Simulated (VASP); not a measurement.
Wanted: the native input for a VASP 6.6.1 run.

- Task: electric field gradients
- Functional: PBEsol
- Potentials or basis: VASP PAW PBE potentials, release 64 (Mn_pv, O)
- Cutoff: 520 eV
- k mesh: 14 × 14 × 8
- Occupations: fermi-dirac, width 0.05 eV
- Spin: collinear spin, ferromagnetic start
- Starting moments: [4.0, 4.0, 0.0, 0.0] μB
- Dipole correction: no
- Further INCAR settings: ALGO = Normal; EDIFF = 1e-08; NBANDS = 31

The structure of MnO lies in POSCAR:

```
MnO
1.0
    3.3028713931      0.0000000000      0.0000000000
   -1.6514356965      2.8603705318      0.0000000000
    0.0000000000      0.0000000000      5.2755609885
Mn O
2 2
Direct
    0.3333333333      0.6666666667      0.0109600000
    0.6666666667      0.3333333333      0.5109600000
    0.3333333333      0.6666666667      0.3754700000
    0.6666666667      0.3333333333      0.8754700000
```

One way to write it, as run:

INCAR

```
PREC = Accurate
ENCUT = 520
EDIFF = 1E-8
ISMEAR = -1
SIGMA = 0.05
LREAL = F
LASPH = T
NELM = 200
ALGO = Normal
ISIF = 2
LWAVE = F
LCHARG = F
ISPIN = 2
MAGMOM = 4 4 0 0
LORBIT = 11
LMAXMIX = 4
GGA = PS
LEFG = T
NBANDS = 31
GGA_COMPAT = F
```

KPOINTS

```
regular mesh
0
Gamma
  14 14 8
```

Potentials or basis: VASP PAW PBE potentials, release 64 (Mn_pv, O).

Run with:

```bash
$ cat potpaw_PBE.64/Mn_pv/POTCAR potpaw_PBE.64/O/POTCAR > POTCAR
$ mpirun -np 1 vasp_std > vasp.out
```

It gave:

- Pressure: 9.3 GPa
- Largest force: 0.779 eV/Å
- Net moment: 9.84 μB per cell
- Site moments: Mn +4.33; O +0.21 μB
- Largest electric field gradient by atom: Mn -27.3; O -0.2 V/Å²
- Valence electrons inside the program's atomic spheres: Mn 11.51; O 5.02

Caveat: the cell stands under pressure; without QUAD_EFG the Cq values of the log hold for a quadrupole moment of 1 mb, not for the nuclei; the PAW data sets were made with another functional, which shifts forces and pressure a little; only a ferromagnetic start was run, and an antiferromagnetic order may lie lower in energy.

Wall time 7.1 min on 1 thread of Intel(R) Xeon(R) Platinum 8259CL CPU @ 2.50GHz (Skylake/Cascade Lake) (shared host), peak memory 0.37 GiB.
